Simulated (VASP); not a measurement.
# WC in VASP: single point with PBE

Aim: the single point of WC with PBE.

All numbers are computed with VASP 6.6.1; they aren't measurements. Logs are shortened: lines on timing, memory, paths and dates and some standing lists are left out, and cuts for length are marked.

### Step 1. The cell of the first run

The typed cell holds 4 atoms: a = 2.847 Å, b = 2.922 Å, c = 5.061 Å, α = 90.00°, β = 90.00°, γ = 90.00°.

### Step 2. Single point, PBE

INCAR reads:

```
PREC     = Accurate       # precision mode
ENCUT    = 520            # plane-wave cutoff, eV
EDIFF    = 1E-6           # SCF threshold, eV
ISMEAR   = 0              # smearing method
SIGMA    = 0.15           # smearing width, eV
LREAL    = False          # projectors in reciprocal space
LASPH    = True           # aspherical terms in the spheres
NELM     = 80             # most SCF steps
ALGO     = Normal         # electronic algorithm
ISIF     = 2              # what is computed and relaxed
LWAVE    = False          # write WAVECAR
LCHARG   = False          # write CHGCAR
GGA      = PE             # functional
NBANDS   = 26             # bands
```

KPOINTS reads:

```
regular mesh
0
Gamma
  12 12 8
```

POSCAR reads:

```
WC
1.0
    0.0000000000      0.0000000000      2.8470758828
    2.9217716515      0.0000000000      0.0000000000
    0.0000000000      5.0606569486      0.0000000000
W C
2 2
Direct
    0.0000420567      0.5000090733      0.4999785724
    0.0000420567      0.0000090733     -0.0000214276
    0.4999579433      0.4999909267      0.1666880943
    0.4999579433     -0.0000090733      0.6666880943
```

Potentials or basis: VASP PAW PBE potentials, release 64 (W_sv, C).

The run is started by

```console
cat potpaw_PBE.64/W_sv/POTCAR potpaw_PBE.64/C/POTCAR > POTCAR
mpirun -np 1 vasp_std > vasp.out
```

OUTCAR:

```text
PREC = Accurate
   ENCUT = 520
   EDIFF = 1E-6
   ISMEAR = 0
   LREAL = False
   LASPH = True
   NELM = 80
   ISIF = 2
   GGA = PE

 ion  position               nearest neighbor table
   1  0.000  0.500  0.500-   3 2.21   4 2.21   4 2.21   3 2.21   4 2.21   4 2.21   2 2.92   2 2.92
                             2 2.92   2 2.92
   2  0.000  0.000  1.000-   4 2.21   3 2.21   3 2.21   4 2.21   3 2.21   3 2.21   1 2.92   1 2.92
                             1 2.92   1 2.92
   3  0.500  0.500  0.167-   1 2.21   2 2.21   2 2.21   1 2.21   2 2.21   2 2.21
   4  0.500  1.000  0.667-   2 2.21   1 2.21   1 2.21   2 2.21   1 2.21   1 2.21

  LATTYP: Found a simple orthorhombic cell.
 ALAT       =     2.8470758828
 B/A-ratio  =     1.0262359599
 C/A-ratio  =     1.7774928231

  Lattice vectors:

 A1 = (   0.0000000000,   0.0000000000,   2.8470758828)
 A2 = (   2.9217716515,   0.0000000000,   0.0000000000)
 A3 = (   0.0000000000,   5.0606569486,   0.0000000000)

Analysis of symmetry for initial positions (statically):
=====================================================================
 Subroutine PRICEL returns following result:

  LATTYP: Found a hexagonal cell.
 ALAT       =     2.9217716515
 C/A-ratio  =     0.9744347685

  Lattice vectors:

 A1 = (  -2.9217716515,   0.0000000000,   0.0000000000)
 A2 = (   1.4608858258,  -2.5303284743,   0.0000000000)
 A3 = (   0.0000000000,   0.0000000000,   2.8470758828)

   2 primitive cells build up your supercell.

 Routine SETGRP: Setting up the symmetry group for a
 simple orthorhombic supercell.

 Subroutine GETGRP returns: Found  1 space group operations
 (whereof  1 operations were pure point group operations)
 out of a pool of  8 trial point group operations.

The static configuration has the point symmetry C_1 .

Analysis of symmetry for dynamics (positions and initial velocities):
=====================================================================
 Subroutine PRICEL returns following result:

  LATTYP: Found a hexagonal cell.
 ALAT       =     2.9217716515
 C/A-ratio  =     0.9744347685

  Lattice vectors:

 A1 = (  -2.9217716515,   0.0000000000,   0.0000000000)
 A2 = (   1.4608858258,  -2.5303284743,   0.0000000000)
 A3 = (   0.0000000000,   0.0000000000,   2.8470758828)

   2 primitive cells build up your supercell.

 Routine SETGRP: Setting up the symmetry group for a
 simple orthorhombic supercell.

 Subroutine GETGRP returns: Found  1 space group operations
 (whereof  1 operations were pure point group operations)
 out of a pool of  8 trial point group operations.

The dynamic configuration has the point symmetry C_1 .

 Subroutine INISYM returns: Found  1 space group operations
 (whereof  1 operations are pure point group operations),
 and found     2 'primitive' translations

----------------------------------------------------------------------------------------

                                     Primitive cell

  volume of cell :      21.0486

  direct lattice vectors                    reciprocal lattice vectors
    -2.921771651  0.000000000  0.000000000    -0.342258095 -0.197602803  0.000000000
     1.460885826 -2.530328474  0.000000000    -0.000000000 -0.395205607  0.000000000
     0.000000000  0.000000000  2.847075883     0.000000000  0.000000000  0.351237565

  length of vectors
     2.921771651  2.921771652  2.847075883     0.395205607  0.395205607  0.351237565

  position of ions in fractional coordinates (direct lattice)
     0.000012354  0.000042855  0.000042057
     0.333320979  0.666623811  0.499957943

  ion indices of the primitive-cell ions
   primitive index   ion index
                 1           1
                 2           3

----------------------------------------------------------------------------------------

 KPOINTS: regular mesh

Automatic generation of k-mesh.
 Grid dimensions read from file:
 generate k-points for:   12   12    8

 Generating k-lattice:

  Cartesian coordinates                     Fractional coordinates (reciprocal lattice)
     0.000000000  0.000000000  0.029269797     0.083333333  0.000000000  0.000000000
     0.028521508  0.000000000  0.000000000     0.000000000  0.083333333  0.000000000
     0.000000000  0.024700350  0.000000000     0.000000000  0.000000000  0.125000000

  Length of vectors
     0.029269797  0.028521508  0.024700350

  Shift w.r.t. Gamma in fractional coordinates (k-lattice)
     0.000000000  0.000000000  0.000000000

 Subroutine IBZKPT returns following result:
 ===========================================

 Found    580 irreducible k-points:

 Following reciprocal coordinates:
            Coordinates               Weight
  0.000000  0.000000  0.000000      1.000000
  0.083333  0.000000  0.000000      2.000000
  0.166667  0.000000  0.000000      2.000000
  0.250000  0.000000  0.000000      2.000000
  0.333333  0.000000  0.000000      2.000000
  0.416667  0.000000  0.000000      2.000000
[... 16 lines left out ...]
  0.166667  0.166667  0.000000      2.000000
  0.166667 -0.166667  0.000000      2.000000
 [... further k-points ...]
   k-points           NKPTS =    580   k-points in BZ     NKDIM =    580   number of bands    NBANDS=     26
   number of dos      NEDOS =    301   number of ions     NIONS =      4
   total plane-waves  NPLWV =  23040
   dimension x,y,z NGX =    24 NGY =   24 NGZ =   40
   dimension x,y,z NGXF=    48 NGYF=   48 NGZF=   80
   ions per type =               2   2
   NGX,Y,Z   is equivalent  to a cutoff of  14.01, 13.66, 13.14 a.u.
   NGXF,Y,Z  is equivalent  to a cutoff of  28.03, 27.31, 26.28 a.u.
 SYSTEM =  unknown system
   PREC   = accura    normal or accurate (medium, high low for compatibility)
   ISTART =      0    job   : 0-new  1-cont  2-samecut
   ICHARG =      2    charge: 1-file 2-atom 10-const
   ISPIN  =      1    spin polarized calculation?
   LNONCOLLINEAR =      F non collinear calculations
   LSORBIT =      F    spin-orbit coupling
   LASPH  =      T    aspherical Exc in radial PAW
   ENCUT  =  520.0 eV  38.22 Ry    6.18 a.u.   5.29  5.43  9.41*2*pi/ulx,y,z
   NELM   =     80;   NELMIN=  2; NELMDL= -5     # of ELM steps
   EDIFF  = 0.1E-05   stopping-criterion for ELM
   LREAL  =      F    real-space projection
   EDIFFG = 0.1E-04   stopping-criterion for IOM
   NSW    =      0    number of steps for IOM
   IBRION =     -1    ionic relax: 0-MD 1-quasi-New 2-CG
   NFREE  =      0    steps in history (QN), initial steepest desc. (CG)
   ISIF   =      2    stress and relaxation
   ISYM   =      2    0-nonsym 1-usesym 2-fastsym
   POTIM  = 0.5000    time-step for ionic-motion
   TEBEG  =    0.0;   TEEND  =   0.0 temperature during run
   PSTRESS=    0.0 pullay stress
   NELECT =      36.0000    total number of electrons
   NUPDOWN=      -1.0000    fix difference up-down
   EMIN   =  10.00;   EMAX   =-10.00  energy-range for DOS
   EFERMI =   0.00;   METHOD = LEGACY
   ISMEAR =     0;   SIGMA  =   0.15  broadening in eV -4-tet -1-fermi 0-gaus
   EFERMI_NEDOS =   21; number of points for ismear=-14 and -15
   IALGO  =     38    algorithm
   IMIX   =      4    mixing-type and parameters
     AMIX     =   0.40;   BMIX     =  1.00
     AMIX_MAG =   1.60;   BMIX_MAG =  1.00
  volume/ion in A,a.u.               =      10.52        71.02
  Fermi-wavevector in a.u.,A,eV,Ry     =   1.553907  2.936458 32.852980  2.414626
  Thomas-Fermi vector in A             =   2.658070
   LORBIT       =      0    0 simple, 1 ext, 2 COOP (PROOUT), +10 PAW based schemes
   GGA     = PE    functional components
   LHFCALC =     F    Hartree Fock is set to
   AEXX    =    0.0000 exact exchange contribution
   IVDW    =     0    specifies the selected vdW correction
   LEPSILON=     F    determine dielectric tensor
   LRPA    =     F    only Hartree local field effects (RPA)
 non-spin polarized calculation
 Gauss-broadening in eV      SIGMA  =   0.15
  energy-cutoff  :      520.00
  volume of cell :       42.10
 maximum number of plane-waves:      1158
 NGX is ok and might be reduce to    24
   NGX = 11   NGY = 11   NGZ = 19

 number of electron      35.9999997 magnetization

 Free energy of the ion-electron system (eV)
  ---------------------------------------------------
  ext. energy  EPLUGINS =         0.00000000
  ---------------------------------------------------
  free energy    TOTEN  =       -44.90270898 eV

  energy without entropy =      -44.89677800  energy(sigma->0) =      -44.89974349

 E-fermi :  10.8652     XC(G=0): -13.7209

 val. band max:       10.8259202199   @ k =   0.3333   0.0833   0.0000
 cond. band min:      10.8746511948   @ k =  -0.3333  -0.0833   0.1250
 fundamental gap:      0.0487309749
 Fermi energy:        10.8652176440

 k-point     1 :       0.0000    0.0000    0.0000
  band No.  band energies     occupation
      1     -63.1577      2.00000
      2     -63.1035      2.00000
      3     -27.8119      2.00000
      4     -27.2244      2.00000
      5     -27.1339      2.00000
      6     -27.0437      2.00000
[... 18 lines left out ...]
     25      16.4293      0.00000
     26      17.1501      0.00000

 k-point     2 :       0.0833    0.0000    0.0000
  band No.  band energies     occupation
      1     -63.1551      2.00000
      2     -63.1010      2.00000
      3     -27.8048      2.00000
      4     -27.2193      2.00000
      5     -27.1839      2.00000
      6     -27.0751      2.00000
[... 18 lines left out ...]
     25      16.7548      0.00000
     26      17.2889      0.00000

 k-point     3 :       0.1667    0.0000    0.0000
  band No.  band energies     occupation
      1     -63.1481      2.00000
      2     -63.0941      2.00000
      3     -27.7853      2.00000
      4     -27.3187      2.00000
      5     -27.2055      2.00000
      6     -27.1987      2.00000
[... 572 lines left out ...]
 k-point    23 :       0.1667    0.1667    0.0000
  band No.  band energies     occupation
      1     -63.1377      2.00000
      2     -63.0910      2.00000
      3     -27.7234      2.00000
      4     -27.3277      2.00000
      5     -27.2969      2.00000
      6     -27.1917      2.00000
[... 18 lines left out ...]
     25      17.1807      0.00000
     26      18.1869      0.00000

 k-point    24 :       0.1667   -0.1667    0.0000
  band No.  band energies     occupation
      1     -63.1377      2.00000
      2     -63.0910      2.00000
      3     -27.7234      2.00000
      4     -27.3277      2.00000
      5     -27.2969      2.00000
      6     -27.1917      2.00000
[... 18 lines left out ...]
     25      17.1807      0.00000
     26      18.1869      0.00000

 [... further k-points ...]

------------------------ aborting loop because EDIFF is reached ----------------------------------------

  FORCE on cell =-STRESS in cart. coord.  units (eV):
  Direction    XX          YY          ZZ          XY          YZ          ZX
  --------------------------------------------------------------------------------------
  -------------------------------------------------------------------------------------
  Total        0.2950516      0.2470422      0.3147055      0.0005375     -0.0000067      0.0000019
  in kB       11.2293948      9.4022007     11.9774043      0.0204573     -0.0002544      0.0000740
  external PRESSURE =      10.8696666 kB  Pullay stress =       0.0000000 kB

 VOLUME and BASIS-vectors are now :
 -----------------------------------------------------------------------------
  energy-cutoff  :      520.00
  volume of cell :       42.10
      direct lattice vectors                 reciprocal lattice vectors
     0.000000000  0.000000000  2.847075883     0.000000000  0.000000000  0.351237565
     2.921771651  0.000000000  0.000000000     0.342258095  0.000000000  0.000000000
     0.000000000  5.060656949  0.000000000     0.000000000  0.197602803  0.000000000

 POSITION                                       TOTAL-FORCE (eV/Angst)
 -----------------------------------------------------------------------------------
      1.46091      2.53022      0.00012        -0.000802      0.004082     -0.003227
      0.00003      5.06055      0.00012        -0.000802      0.004082     -0.003227
      1.46086      0.84355      1.42342         0.000802     -0.004082      0.003227
      2.92175      3.37388      1.42342         0.000802     -0.004082      0.003227
 -----------------------------------------------------------------------------------
    total drift:                               -0.000001      0.000020      0.000002

  FREE ENERGIE OF THE ION-ELECTRON SYSTEM (eV)
  ---------------------------------------------------
  free  energy   TOTEN  =       -44.9027089781 eV

  energy  without entropy=      -44.8967780021  energy(sigma->0) =      -44.89974349
```

Wall time 7.1 min (1 thread of Intel Xeon 8259CL, shared host); peak memory 0.58 GiB.

Results:

- Free energy: -44.9027 eV
- Pressure: 1.1 GPa
- Largest force: 0.005 eV/Å
- Band gap on the k mesh: zero (bands 18 and 19 overlap by 0.90 eV)

Forces on the atoms (eV/Å):
```
W   -0.001  0.004 -0.003
W   -0.001  0.004 -0.003
C    0.001 -0.004  0.003
C    0.001 -0.004  0.003
```

Caveat: spin-orbit coupling is left out, which moves the levels of the heavy elements.

The gap in the log of VASP goes by the Fermi energy; the results here count the filled bands.